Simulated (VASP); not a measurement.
# ScTiF5 (P4/mmm) in VASP: notebook, part 2 of 2

VASP 6.6.1.

## Step 4: Relaxation of cell and atoms, PBE, collinear spin

This run uses another cell than the first one, of 12.49 Å³/atom.

INCAR

```
SYSTEM = ScTiF5
PREC = Accurate
ENCUT = 600
EDIFF = 1E-6
ISMEAR = 0
SIGMA = 0.15
LREAL = .FALSE.
LASPH = .TRUE.
NELM = 150
ALGO = Normal
ISIF = 3
LWAVE = .FALSE.
LCHARG = .FALSE.
ISPIN = 2
MAGMOM = 0 1 0 0 0 0 0
LORBIT = 11
LMAXMIX = 4
GGA = PE
IBRION = 2
NSW = 36
EDIFFG = -0.08
```

KPOINTS

```
regular mesh
0
G
  3 3 2
  0 0 0
```

POSCAR

```
ScTiF5
1.0
    3.7962781700      0.0000000000      0.0000000000
    0.0000000000      3.7962781700      0.0000000000
    0.0000000000      0.0000000000      6.0675723700
Sc Ti F
1 1 5
Direct
    0.0000000000      0.0000000000      0.0000000000
    0.0000000000      0.0000000000      0.5000000000
    0.5000000000      0.0000000000      0.6961625800
    0.0000000000      0.5000000000      0.6961625800
    0.5000000000      0.5000000000      0.0000000000
    0.0000000000      0.5000000000      0.3038374200
    0.5000000000      0.0000000000      0.3038374200
```

Potentials or basis: VASP PAW PBE potentials, release 64 (Sc_sv, Ti_sv, F).

The run is started by

```console
$ cat potpaw_PBE.64/Sc_sv/POTCAR potpaw_PBE.64/Ti_sv/POTCAR potpaw_PBE.64/F/POTCAR > POTCAR
$ mpirun -np 1 vasp_std > vasp.out
```

OUTCAR:

```text
SYSTEM = ScTiF5
   PREC = Accurate
   ENCUT = 600
   EDIFF = 1E-6
   ISMEAR = 0
   LREAL = .FALSE.
   LASPH = .TRUE.
   NELM = 150
   ISIF = 3
   ISPIN = 2
   LORBIT = 11
   GGA = PE
   IBRION = 2
   NSW = 36
   EDIFFG = -0.08

 ion  position               nearest neighbor table
   1  0.000  0.000  0.000-   3 2.65   4 2.65   6 2.65   7 2.65   4 2.65   6 2.65   3 2.65   7 2.65
                             2 3.03   2 3.03
   2  0.000  0.000  0.500-   3 2.24   4 2.24   6 2.24   7 2.24   4 2.24   6 2.24   3 2.24   7 2.24
                             1 3.03   1 3.03
   3  0.500  0.000  0.696-   2 2.24   2 2.24   1 2.65   1 2.65
   4  0.000  0.500  0.696-   2 2.24   2 2.24   1 2.65   1 2.65
   5  0.500  0.500  0.000-
   6  0.000  0.500  0.304-   2 2.24   2 2.24   1 2.65   1 2.65
   7  0.500  0.000  0.304-   2 2.24   2 2.24   1 2.65   1 2.65

  LATTYP: Found a simple tetragonal cell.
[... 833 lines left out ...]

 val. band max:        6.1518775713   @ k =   0.3333   0.3333   0.0000
 cond. band min:       6.2030629195   @ k =   0.3333   0.0000   0.5000
 fundamental gap:      0.0511853481
 Fermi energy:         6.1727295535

 spin component 1

 k-point     1 :       0.0000    0.0000    0.0000
  band No.  band energies     occupation
      1     -52.5578      1.00000
      2     -45.8382      1.00000
      3     -28.8435      1.00000
      4     -28.8416      1.00000
      5     -28.8416      1.00000
      6     -24.4001      1.00000
[... 482 lines left out ...]
  FREE ENERGIE OF THE ION-ELECTRON SYSTEM (eV)
  ---------------------------------------------------
  free  energy   TOTEN  =       -44.1878459326 eV

  energy  without entropy=      -44.1403269825  energy(sigma->0) =      -44.16408646

 reached required accuracy - stopping structural energy minimisation

 total charge

# of ion       s       p       d       tot
------------------------------------------
    1        2.089   6.054   0.862   9.005
    2        2.121   6.113   1.839  10.073
    3        1.734   4.383   0.000   6.117
    4        1.734   4.383   0.000   6.117
    5        1.735   4.349   0.000   6.084
    6        1.734   4.383   0.000   6.117
    7        1.734   4.383   0.000   6.117
--------------------------------------------------
tot         12.883  34.048   2.701  49.631

 magnetization (x)

# of ion       s       p       d       tot
------------------------------------------
    1        0.001   0.003  -0.002   0.001
    2        0.007   0.007   1.074   1.089
    3        0.000   0.002   0.000   0.002
    4        0.000   0.002   0.000   0.002
    5        0.000  -0.000   0.000   0.000
    6        0.000   0.002   0.000   0.002
    7        0.000   0.002   0.000   0.002
--------------------------------------------------
tot          0.008   0.020   1.072   1.100
```

CONTCAR:

```text
ScTiF5
   1.00000000000000
     3.4730702781051259    0.0000000000000000   -0.0000000000000000
     0.0000000000000000    3.4730702781051259    0.0000000000000000
     0.0000000000000000    0.0000000000000000    6.1225540141303556
  Sc              Ti              F
     1     1     5
Direct
     0.0000000000000000    0.0000000000000000    0.0000000000000000
     0.0000000000000000    0.0000000000000000    0.5000000000000000
     0.5000000000000000    0.0000000000000000    0.7001847196207472
     1.0000000000000000    0.5000000000000000    0.7001847196207472
     0.5000000000000000    0.5000000000000000    0.0000000000000000
     0.0000000000000000    0.5000000000000000    0.2998152803792528
     0.5000000000000000    0.0000000000000000    0.2998152803792528

  0.00000000E+00  0.00000000E+00  0.00000000E+00
  0.00000000E+00  0.00000000E+00  0.00000000E+00
  0.00000000E+00  0.00000000E+00  0.00000000E+00
  0.00000000E+00  0.00000000E+00  0.00000000E+00
  0.00000000E+00  0.00000000E+00  0.00000000E+00
  0.00000000E+00  0.00000000E+00  0.00000000E+00
  0.00000000E+00  0.00000000E+00  0.00000000E+00
```

Wall time 2.6 min (1 thread of Intel Xeon Platinum 8559C (Emerald Rapids), shared host); peak memory 0.26 GiB.

Results:

| Property | Result |
| --- | --- |
| Free energy | -44.1878 eV |
| Relaxed volume | 10.55 Å³/atom |
| Relaxed cell | a = 3.473 Å, b = 3.473 Å, c = 6.123 Å, α = 90.00°, β = 90.00°, γ = 90.00° |
| Space group after relaxing (to 0.1 Å) | P4/mmm (No. 123) |
| Energy gained by relaxing | 156.5 meV/atom |
| Ionic steps | 5 |
| Pressure after relaxing | -0.6 GPa |
| Largest force after relaxing | 0.060 eV/Å |
| Net moment | 1.24 μB per cell |
| Site moments | Sc +0.00; Ti +1.09; F +0.00 μB |
| Valence electrons inside the program's atomic spheres | Sc 9.01; Ti 10.07; F 6.12, 6.08 (each value once) |

Forces in eV/Å, atoms in the order of the input:
```
Sc   0.000  0.000  0.000
Ti   0.000  0.000  0.000
F    0.000  0.000 -0.060
F    0.000  0.000 -0.060
F    0.000  0.000  0.000
F    0.000  0.000  0.060
F    0.000  0.000  0.060
```

Step by step:
```tsv
step	energy change (eV)	largest force (eV/Å)	pressure (GPa)	volume (Å³)
1	0.0000	0.1319	-15.60	87.44
2	-1.0467	0.2135	1.36	72.83
3	-1.0467	0.2144	1.42	72.81
4	-1.0856	0.0479	0.20	73.43
5	-1.0954	0.0605	-0.61	73.85
```

Final structure:
```cif
data_structure
_symmetry_space_group_name_H-M 'P 1'
_symmetry_Int_Tables_number 1
_cell_length_a 3.4731
_cell_length_b 3.4731
_cell_length_c 6.1226
_cell_angle_alpha 90.000
_cell_angle_beta 90.000
_cell_angle_gamma 90.000
_cell_volume 73.85
loop_
_atom_site_label
_atom_site_type_symbol
_atom_site_fract_x
_atom_site_fract_y
_atom_site_fract_z
_atom_site_occupancy
Sc1 Sc 0.00000 0.00000 0.00000 1
Ti1 Ti 0.00000 0.00000 0.50000 1
F1 F 0.50000 0.00000 0.70018 1
F2 F 0.00000 0.50000 0.70018 1
F3 F 0.50000 0.50000 0.00000 1
F4 F 0.00000 0.50000 0.29982 1
F5 F 0.50000 0.00000 0.29982 1
```

Levels at points of the mesh, in eV from the Fermi level:
Spin up:
| k point | band 26 | band 27 | band 28 | band 29 | band 30 | band 31 | band 32 | band 33 |
| --- | --- | --- | --- | --- | --- | --- | --- | --- |
| (0.00, 0.00, 0.00) | -4.93 | -4.93 | -4.49 | -1.52 | -0.58 | -0.20 | 0.75 | 0.82 |
| (0.00, 0.00, 0.50) | -4.98 | -4.76 | -4.76 | -0.61 | -0.24 | -0.19 | -0.15 | 0.74 |
Spin down:
| k point | band 26 | band 27 | band 28 | band 29 | band 30 | band 31 |
| --- | --- | --- | --- | --- | --- | --- |
| (0.00, 0.00, 0.00) | -4.92 | -4.92 | -4.48 | -0.79 | -0.54 | 0.73 |
| (0.00, 0.00, 0.50) | -4.95 | -4.75 | -4.75 | -0.19 | -0.17 | 0.75 |

Caveat: the k points lie up to 0.60 Å⁻¹ apart in the final cell; the volume moved by over 15 % at a fixed basis, so the end points are rough; semilocal functionals often make such compounds metallic where correlation or magnetic order opens a gap, which also shifts bond lengths; the relaxation stopped at a loose force limit of 0.08 eV/Å, so its end isn't a converged minimum.

## Step 5: Overview

```tsv
cell	gap on the mesh (eV)	pressure (GPa)	moment (μB)	relaxed volume (Å³/atom)	largest force (eV/Å)
relaxed from a = 3.585, b = 3.585, c = 6.517 Å, 7 atoms, atomic positions A	none	0.4	1.66	10.37	0.03
relaxed from a = 3.767, b = 3.767, c = 6.100 Å, 7 atoms, atomic positions B	0.45	0.4	2.00	11.15	0.03
relaxed from a = 3.796, b = 3.796, c = 6.068 Å, 7 atoms, atomic positions C	none	-0.6	1.24	-	0.06
```

Alike in all rows: task relaxation of cell and atoms; level PBE; potentials or basis VASP PAW PBE potentials, release 64 (Sc_sv, Ti_sv, F); spin collinear; k mesh 3 × 3 × 2; cutoff (eV) 600; smearing gaussian 0.15 eV.

Caveats: all runs use coarse meshes; semilocal functionals often make such compounds metallic where correlation or magnetic order opens a gap, which also shifts bond lengths (at least some runs); an odd mesh through Γ misses points on the zone boundary, where band edges can lie (at least some runs); the volume moved by over 15 % at a fixed basis, so the end points are rough (at least some runs); the relaxation stopped at a loose force limit of 0.08 eV/Å, so its end isn't a converged minimum (at least some runs).

Total energies depend on the potentials used, so only differences within one code and one set of settings carry meaning.
